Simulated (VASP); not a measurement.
Wanted: the native input for a VASP 6.6.1 run.

| Quantity | Value |
| --- | --- |
| Task | single point |
| Functional | PBE |
| Potentials or basis | VASP PAW PBE potentials, release 64 (Cu) |
| Cutoff | 520 eV |
| k mesh | 19 × 19 × 19 |
| Occupations | fermi-dirac, width 0.08 eV |
| Spin | no spin polarisation |
| Dipole correction | no |
| Further INCAR settings | ALGO = Normal; EDIFF = 1e-07; NBANDS = 12 |

The structure of Cu lies in POSCAR:

```
Cu
1.0
    0.0000000000      1.7892411759      1.7892411759
    1.7892411759      0.0000000000      1.7892411759
    1.7892411759      1.7892411759      0.0000000000
Cu
1
Direct
    0.0000000000      0.0000000000      0.0000000000
```

This cell differs from its parent crystal: volume scaled by 0.97.

The input as run:

INCAR

```
SYSTEM = Cu
PREC     = Accurate       ! precision mode
ENCUT    = 520            ! plane-wave cutoff, eV
EDIFF    = 1E-7           ! SCF threshold, eV
ISMEAR   = -1             ! smearing method
SIGMA    = 0.08           ! smearing width, eV
LREAL    = .FALSE.        ! projectors in reciprocal space
LASPH    = .TRUE.         ! aspherical terms in the spheres
NELM     = 100            ! most SCF steps
ALGO     = Normal         ! electronic algorithm
ISIF     = 2              ! what is computed and relaxed
LWAVE    = .FALSE.        ! write WAVECAR
LCHARG   = .FALSE.        ! write CHGCAR
GGA      = PE             ! functional
NBANDS   = 12             ! bands
```

KPOINTS

```
regular mesh
0
G
  19 19 19
  0 0 0
```

Potentials or basis: VASP PAW PBE potentials, release 64 (Cu).

Command:

```console
$ cat potpaw_PBE.64/Cu/POTCAR > POTCAR
$ mpirun -np 1 vasp_std > vasp.out
```

Results of the run:

| Quantity | Value |
| --- | --- |
| Pressure | 7.2 GPa |

Wall time 12 s on 1 thread of Intel(R) Xeon(R) 6975P-C (Granite Rapids) (shared host), peak memory 0.14 GiB.
